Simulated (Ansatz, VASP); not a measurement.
Two plane-wave programs on Sn

```xyz
2
Lattice="-2.8943 2.8943 1.5614 2.8943 -2.8943 1.5614 2.8943 2.8943 -1.5614" Properties=species:S:1:pos:R:3 pbc="T T T"
Sn    0.0000    0.0000    0.0000
Sn    0.0000    2.8943    0.7807
```

Alike in both runs: task relaxation of cell and atoms; functional LDA; k mesh 16 × 16 × 16; occupations fermi-dirac, width 0.15 eV; no spin polarisation.

|  | VASP | Ansatz |
| --- | --- | --- |
| version | VASP 6.6.1 | Ansatz 0.2.0 |
| potentials or method | VASP PAW LDA potentials, release 64 (Sn_d), cutoff 600 eV | scalar-relativistic, plane waves, PAW |
| valence electrons in the cell | 28 | 28 |

Ansatz gave:

- gap on the k mesh at the Fermi level, each at its own relaxed structure (eV): none
- relaxed volume (Å³/atom): 26.22
- relaxed length of the cell vector where the two differ most in proportion (Å): 4.385

Problem. What did VASP give for the same quantities?

Solution. gap on the k mesh at the Fermi level, each at its own relaxed structure (eV): none; relaxed volume (Å³/atom): 26.24; relaxed length of the cell vector where the two differ most in proportion (Å): 4.387.

LDA's correlation is that of Perdew and Zunger in VASP and of Perdew and Wang (1992) in Ansatz. A gap of «none» marks a metal or a gap that the smearing closes.
